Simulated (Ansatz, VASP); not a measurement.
# Two plane-wave programs on LaTiH3

```
CELL_PARAMETERS angstrom
4.32207 0.00000 0.00000
0.00000 4.32207 0.00000
0.00000 0.00000 3.84783
ATOMIC_POSITIONS crystal
La 0.00000 0.00000 0.00000
Ti 0.50000 0.50000 0.00000
H 0.00000 0.50000 0.50000
H 0.50000 0.00000 0.50000
H 0.00000 0.00000 0.50000
```

Alike in both runs: functional PBE; k mesh 10 × 10 × 10; occupations gaussian, width 0.1 eV; no spin polarisation.

Ansatz relaxed the structure, and its values are those at the end. VASP's run is a single point on that final structure, the one shown.

```csv
,VASP,Ansatz
version,VASP 6.6.1,Ansatz 0.2.0
potentials or method,"VASP PAW PBE potentials, release 64 (La, Ti_sv, H), cutoff 520 eV","scalar-relativistic, plane waves, PAW"
valence electrons in the cell,26,26
```

```tsv
	VASP	Ansatz	Ansatz less VASP
gap on the k mesh at the Fermi level (eV)	none	none	-
pressure (GPa)	0.0	0.0	+0.03
```

A gap of «none» marks a metal or a gap that the smearing closes.

Neither program's run includes spin-orbit coupling.
